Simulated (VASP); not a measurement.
# CuAu (P4/mmm) in VASP: further runs

Runs on CuAu. Level: PBE. Tasks: single point, relaxation of cell and atoms.

Everything below comes from runs of VASP 6.6.1. Logs are shortened: lines on timing, memory, paths and dates and some standing lists are left out, and cuts for length are marked.

### Step 1. The cell of the first run

The structure is tetragonal, space group P4/mmm (No. 123). Conventional cell: a = 2.869 Å, b = 2.869 Å, c = 3.646 Å, α = 90.00°, β = 90.00°, γ = 90.00°. Within 3.6 Å of Cu (site symmetry 4/mmm) lie 8 Au at 2.73 Å and 4 Cu at 2.87 Å. Within 3.6 Å of Au (site symmetry 4/mmm) lie 8 Cu at 2.73 Å and 4 Au at 2.87 Å.

### Step 2. Single point, PBE

Input file INCAR:

```
SYSTEM = CuAu
PREC = Accurate
ENCUT = 520
EDIFF = 1E-6
ISMEAR = 0
SIGMA = 0.1
LREAL = .False.
LASPH = .True.
NELM = 100
ALGO = Normal
ISIF = 2
LWAVE = .False.
LCHARG = .False.
GGA = PE
NBANDS = 18
```

Input file KPOINTS:

```
regular mesh
0
Gamma
  18 18 18
  0 0 0
```

Input file POSCAR:

```
CuAu
1.0
    2.8690165318      0.0000000000      0.0000000000
    0.0000000000      2.8690165318      0.0000000000
    0.0000000000      0.0000000000      3.6460797670
Cu Au
1 1
Direct
    0.5000000000      0.5000000000      0.5000000000
    0.0000000000      0.0000000000      0.0000000000
```

Potentials or basis: VASP PAW PBE potentials, release 64 (Cu, Au).

Launch:

```bash
> cat potpaw_PBE.64/Cu/POTCAR potpaw_PBE.64/Au/POTCAR > POTCAR
> mpirun -np 1 vasp_std > vasp.out
```

OUTCAR:

```text
SYSTEM = CuAu
   PREC = Accurate
   ENCUT = 520
   EDIFF = 1E-6
   ISMEAR = 0
   LREAL = .False.
   LASPH = .True.
   NELM = 100
   ISIF = 2
   GGA = PE

 ion  position               nearest neighbor table
   1  0.500  0.500  0.500-   2 2.73   2 2.73   2 2.73   2 2.73   2 2.73   2 2.73   2 2.73   2 2.73

   2  0.000  0.000  0.000-   1 2.73   1 2.73   1 2.73   1 2.73   1 2.73   1 2.73   1 2.73   1 2.73

  LATTYP: Found a simple tetragonal cell.
 ALAT       =     2.8690165318
 C/A-ratio  =     1.2708465520

  Lattice vectors:

 A1 = (   2.8690165318,   0.0000000000,   0.0000000000)
 A2 = (   0.0000000000,   2.8690165318,   0.0000000000)
 A3 = (   0.0000000000,   0.0000000000,   3.6460797670)

Analysis of symmetry for initial positions (statically):
=====================================================================
 Subroutine PRICEL returns:
 Original cell was already a primitive cell.

 Routine SETGRP: Setting up the symmetry group for a
 simple tetragonal supercell.

 Subroutine GETGRP returns: Found 16 space group operations
 (whereof 16 operations were pure point group operations)
 out of a pool of 16 trial point group operations.

The static configuration has the point symmetry D_4h.

Analysis of symmetry for dynamics (positions and initial velocities):
=====================================================================
 Subroutine PRICEL returns:
 Original cell was already a primitive cell.

 Routine SETGRP: Setting up the symmetry group for a
 simple tetragonal supercell.

 Subroutine GETGRP returns: Found 16 space group operations
 (whereof 16 operations were pure point group operations)
 out of a pool of 16 trial point group operations.

The dynamic configuration has the point symmetry D_4h.

 Subroutine INISYM returns: Found 16 space group operations
 (whereof 16 operations are pure point group operations),
 and found     1 'primitive' translations

----------------------------------------------------------------------------------------

                                     Primitive cell

  volume of cell :      30.0118

  direct lattice vectors                    reciprocal lattice vectors
     2.869016532  0.000000000  0.000000000     0.348551495  0.000000000  0.000000000
     0.000000000  2.869016532  0.000000000     0.000000000  0.348551495  0.000000000
     0.000000000  0.000000000  3.646079767     0.000000000  0.000000000  0.274267176

  length of vectors
     2.869016532  2.869016532  3.646079767     0.348551495  0.348551495  0.274267176

  position of ions in fractional coordinates (direct lattice)
     0.500000000  0.500000000  0.500000000
     0.000000000  0.000000000  0.000000000

  ion indices of the primitive-cell ions
   primitive index   ion index
                 1           1
                 2           2

----------------------------------------------------------------------------------------

 KPOINTS: regular mesh

Automatic generation of k-mesh.
 Grid dimensions read from file:
 generate k-points for:   18   18   18

 Generating k-lattice:

  Cartesian coordinates                     Fractional coordinates (reciprocal lattice)
     0.019363972  0.000000000  0.000000000     0.055555556  0.000000000  0.000000000
     0.000000000  0.019363972  0.000000000     0.000000000  0.055555556  0.000000000
     0.000000000  0.000000000  0.015237065     0.000000000  0.000000000  0.055555556

  Length of vectors
     0.019363972  0.019363972  0.015237065

  Shift w.r.t. Gamma in fractional coordinates (k-lattice)
     0.000000000  0.000000000  0.000000000

 Subroutine IBZKPT returns following result:
 ===========================================

 Found    550 irreducible k-points:

 Following reciprocal coordinates:
            Coordinates               Weight
  0.000000  0.000000  0.000000      1.000000
  0.055556  0.000000  0.000000      4.000000
  0.111111  0.000000  0.000000      4.000000
  0.166667  0.000000  0.000000      4.000000
  0.222222  0.000000  0.000000      4.000000
  0.277778  0.000000  0.000000      4.000000
[... 16 lines left out ...]
  0.277778  0.111111  0.000000      8.000000
  0.333333  0.111111  0.000000      8.000000
 [... further k-points ...]
   k-points           NKPTS =    550   k-points in BZ     NKDIM =    550   number of bands    NBANDS=     18
   number of dos      NEDOS =    301   number of ions     NIONS =      2
   total plane-waves  NPLWV =  16128
   dimension x,y,z NGX =    24 NGY =   24 NGZ =   28
   dimension x,y,z NGXF=    48 NGYF=   48 NGZF=   56
   ions per type =               1   1
   NGX,Y,Z   is equivalent  to a cutoff of  13.91, 13.91, 12.77 a.u.
   NGXF,Y,Z  is equivalent  to a cutoff of  27.81, 27.81, 25.53 a.u.
 SYSTEM =  CuAu
   PREC   = accura    normal or accurate (medium, high low for compatibility)
   ISTART =      0    job   : 0-new  1-cont  2-samecut
   ICHARG =      2    charge: 1-file 2-atom 10-const
   ISPIN  =      1    spin polarized calculation?
   LNONCOLLINEAR =      F non collinear calculations
   LSORBIT =      F    spin-orbit coupling
   LASPH  =      T    aspherical Exc in radial PAW
   ENCUT  =  520.0 eV  38.22 Ry    6.18 a.u.   5.33  5.33  6.78*2*pi/ulx,y,z
   NELM   =    100;   NELMIN=  2; NELMDL= -5     # of ELM steps
   EDIFF  = 0.1E-05   stopping-criterion for ELM
   LREAL  =      F    real-space projection
   EDIFFG = 0.1E-04   stopping-criterion for IOM
   NSW    =      0    number of steps for IOM
   IBRION =     -1    ionic relax: 0-MD 1-quasi-New 2-CG
   NFREE  =      0    steps in history (QN), initial steepest desc. (CG)
   ISIF   =      2    stress and relaxation
   ISYM   =      2    0-nonsym 1-usesym 2-fastsym
   POTIM  = 0.5000    time-step for ionic-motion
   TEBEG  =    0.0;   TEEND  =   0.0 temperature during run
   PSTRESS=    0.0 pullay stress
   NELECT =      22.0000    total number of electrons
   NUPDOWN=      -1.0000    fix difference up-down
   EMIN   =  10.00;   EMAX   =-10.00  energy-range for DOS
[... 5 lines left out ...]
     AMIX     =   0.40;   BMIX     =  1.00
     AMIX_MAG =   1.60;   BMIX_MAG =  1.00
  volume/ion in A,a.u.               =      15.01       101.26
  Fermi-wavevector in a.u.,A,eV,Ry     =   1.476109  2.789441 29.645687  2.178897
  Thomas-Fermi vector in A             =   2.590676
   LORBIT       =      0    0 simple, 1 ext, 2 COOP (PROOUT), +10 PAW based schemes
   GGA     = PE    functional components
   LHFCALC =     F    Hartree Fock is set to
   AEXX    =    0.0000 exact exchange contribution
   IVDW    =     0    specifies the selected vdW correction
   LEPSILON=     F    determine dielectric tensor
   LRPA    =     F    only Hartree local field effects (RPA)
 non-spin polarized calculation
 Gauss-broadening in eV      SIGMA  =   0.10
  energy-cutoff  :      520.00
  volume of cell :       30.01
 maximum number of plane-waves:       828
 NGX is ok and might be reduce to    24
   NGX = 11   NGY = 11   NGZ = 13

 number of electron      21.9999994 magnetization

 Free energy of the ion-electron system (eV)
  ---------------------------------------------------
  ext. energy  EPLUGINS =         0.00000000
  ---------------------------------------------------
  free energy    TOTEN  =        -7.06768637 eV

  energy without entropy =       -7.06529624  energy(sigma->0) =       -7.06649130

 E-fermi :   8.3012     XC(G=0): -12.4858

 val. band max:        8.2863947858   @ k =   0.2222   0.2222   0.4444
 cond. band min:       8.3022219384   @ k =   0.5000   0.2778   0.1111
 fundamental gap:      0.0158271526
 Fermi energy:         8.3012393057

 k-point     1 :       0.0000    0.0000    0.0000
  band No.  band energies     occupation
      1      -1.1897      2.00000
      2       1.9894      2.00000
      3       2.1194      2.00000
      4       4.3097      2.00000
      5       4.3097      2.00000
      6       5.2407      2.00000
[... 10 lines left out ...]
     17      24.4705      0.00000
     18      25.7368      0.00000

 k-point     2 :       0.0556    0.0000    0.0000
  band No.  band energies     occupation
      1      -1.1209      2.00000
      2       2.0243      2.00000
      3       2.1551      2.00000
      4       4.2729      2.00000
      5       4.3256      2.00000
      6       5.2134      2.00000
[... 10 lines left out ...]
     17      24.9899      0.00000
     18      25.7659      0.00000

 k-point     3 :       0.1111    0.0000    0.0000
  band No.  band energies     occupation
      1      -0.9181      2.00000
      2       2.1099      2.00000
      3       2.2777      2.00000
      4       4.1653      2.00000
      5       4.3725      2.00000
      6       5.1338      2.00000
[... 10 lines left out ...]
     17      25.7903      0.00000
     18      26.4051      0.00000

 k-point     4 :       0.1667    0.0000    0.0000
  band No.  band energies     occupation
      1      -0.5922      2.00000
      2       2.2207      2.00000
      3       2.4989      2.00000
      4       3.9967      2.00000
      5       4.4480      2.00000
      6       5.0092      2.00000
[... 10 lines left out ...]
     17      25.5881      0.00000
     18      27.1186      0.00000

 k-point     5 :       0.2222    0.0000    0.0000
  band No.  band energies     occupation
      1      -0.1625      2.00000
      2       2.3544      2.00000
      3       2.7969      2.00000
      4       3.7866      2.00000
      5       4.5481      2.00000
      6       4.8534      2.00000
[... 10 lines left out ...]
     17      24.9190      0.00000
     18      26.4759      0.00000

 k-point     6 :       0.2778    0.0000    0.0000
  band No.  band energies     occupation
      1       0.3406      2.00000
      2       2.5094      2.00000
      3       3.1357      2.00000
      4       3.5635      2.00000
      5       4.6663      2.00000
      6       4.6858      2.00000
[... 10 lines left out ...]
     17      23.8822      0.00000
     18      25.7973      0.00000

 k-point     7 :       0.3333    0.0000    0.0000
  band No.  band energies     occupation
      1       0.8700      2.00000
      2       2.6812      2.00000
      3       3.3569      2.00000
      4       3.4665      2.00000
      5       4.5283      2.00000
      6       4.7930      2.00000
[... 10 lines left out ...]
     17      22.6908      0.00000
     18      25.0626      0.00000

 k-point     8 :       0.3889    0.0000    0.0000
  band No.  band energies     occupation
      1       1.3535      2.00000
      2       2.8645      2.00000
      3       3.1922      2.00000
      4       3.7273      2.00000
      5       4.4008      2.00000
      6       4.9134      2.00000
[... 10 lines left out ...]
     17      22.4767      0.00000
     18      24.4080      0.00000
[... 229 lines left out ...]
     17      22.9195      0.00000
     18      23.9769      0.00000

 k-point    20 :       0.1111    0.1111    0.0000
  band No.  band energies     occupation
      1      -0.6479      2.00000
      2       2.2836      2.00000
      3       2.3774      2.00000
      4       4.1022      2.00000
      5       4.3225      2.00000
      6       4.9986      2.00000
[... 10 lines left out ...]
     17      25.9865      0.00000
     18      26.2220      0.00000

 k-point    21 :       0.1667    0.1111    0.0000
  band No.  band energies     occupation
      1      -0.3246      2.00000
      2       2.4172      2.00000
      3       2.5675      2.00000
      4       3.9593      2.00000
      5       4.3271      2.00000
      6       4.8496      2.00000
[... 10 lines left out ...]
     17      25.9075      0.00000
     18      27.2444      0.00000

 k-point    22 :       0.2222    0.1111    0.0000
  band No.  band energies     occupation
      1       0.0999      2.00000
      2       2.5468      2.00000
      3       2.8512      2.00000
      4       3.7539      2.00000
      5       4.3533      2.00000
      6       4.6794      2.00000
[... 10 lines left out ...]
     17      25.1272      0.00000
     18      27.2878      0.00000

 k-point    23 :       0.2778    0.1111    0.0000
  band No.  band energies     occupation
      1       0.5952      2.00000
      2       2.6917      2.00000
      3       3.1502      2.00000
      4       3.5284      2.00000
      5       4.3806      2.00000
      6       4.5355      2.00000
[... 10 lines left out ...]
     17      23.9670      0.00000
     18      26.2174      0.00000

 k-point    24 :       0.3333    0.1111    0.0000
  band No.  band energies     occupation
      1       1.1178      2.00000
      2       2.8448      2.00000
      3       3.3186      2.00000
      4       3.3606      2.00000
      5       4.3992      2.00000
      6       4.4961      2.00000
[... 10 lines left out ...]
     17      22.7217      0.00000
     18      25.0189      0.00000

 [... further k-points ...]

------------------------ aborting loop because EDIFF is reached ----------------------------------------

  FORCE on cell =-STRESS in cart. coord.  units (eV):
  Direction    XX          YY          ZZ          XY          YZ          ZX
  --------------------------------------------------------------------------------------
  -------------------------------------------------------------------------------------
  Total       -0.0128123     -0.0128123     -0.0093083      0.0000000      0.0000000     -0.0000000
  in kB       -0.6839809     -0.6839809     -0.4969220      0.0000000      0.0000000     -0.0000000
  external PRESSURE =      -0.6216279 kB  Pullay stress =       0.0000000 kB

 VOLUME and BASIS-vectors are now :
 -----------------------------------------------------------------------------
  energy-cutoff  :      520.00
  volume of cell :       30.01
      direct lattice vectors                 reciprocal lattice vectors
     2.869016532  0.000000000  0.000000000     0.348551495  0.000000000  0.000000000
     0.000000000  2.869016532  0.000000000     0.000000000  0.348551495  0.000000000
     0.000000000  0.000000000  3.646079767     0.000000000  0.000000000  0.274267176

 POSITION                                       TOTAL-FORCE (eV/Angst)
 -----------------------------------------------------------------------------------
      1.43451      1.43451      1.82304         0.000000      0.000000      0.000000
      0.00000      0.00000      0.00000         0.000000      0.000000      0.000000
 -----------------------------------------------------------------------------------
    total drift:                                0.000000      0.000000     -0.000000

  FREE ENERGIE OF THE ION-ELECTRON SYSTEM (eV)
  ---------------------------------------------------
  free  energy   TOTEN  =        -7.0676863654 eV

  energy  without entropy=       -7.0652962364  energy(sigma->0) =       -7.06649130
```

It took 5 min on 1 thread of AMD EPYC 7R43 (Zen 3), shared host; peak memory 0.36 GiB.

What came out:

```
Free energy            : -7.0677 eV
Pressure               : -0.1 GPa
Band gap on the k mesh : zero (band 11 reaches 13.39 eV, above the bottom of band 12 at 6.32 eV)
```

Levels at points of the mesh, in eV from the Fermi level:
```tsv
k point	band 9	band 10	band 11	band 12	band 13	band 14
(0.00, 0.00, 0.00)	-1.68	-1.47	-1.47	2.57	8.29	9.50
(0.50, 0.00, 0.00)	-2.37	-2.17	-0.95	-0.38	9.65	9.65
(0.50, 0.50, 0.00)	-1.35	-1.35	0.55	0.55	4.63	6.41
(0.00, 0.00, 0.50)	-2.30	-2.30	-2.22	-1.98	13.99	14.15
(0.50, 0.00, 0.50)	-1.55	-1.52	-0.92	-0.92	2.47	4.28
(0.50, 0.50, 0.50)	-1.79	-1.66	5.09	5.40	5.40	5.65
```

Caveat: spin-orbit coupling is left out, which moves the levels of the heavy elements.

[end of part 1 of 2]
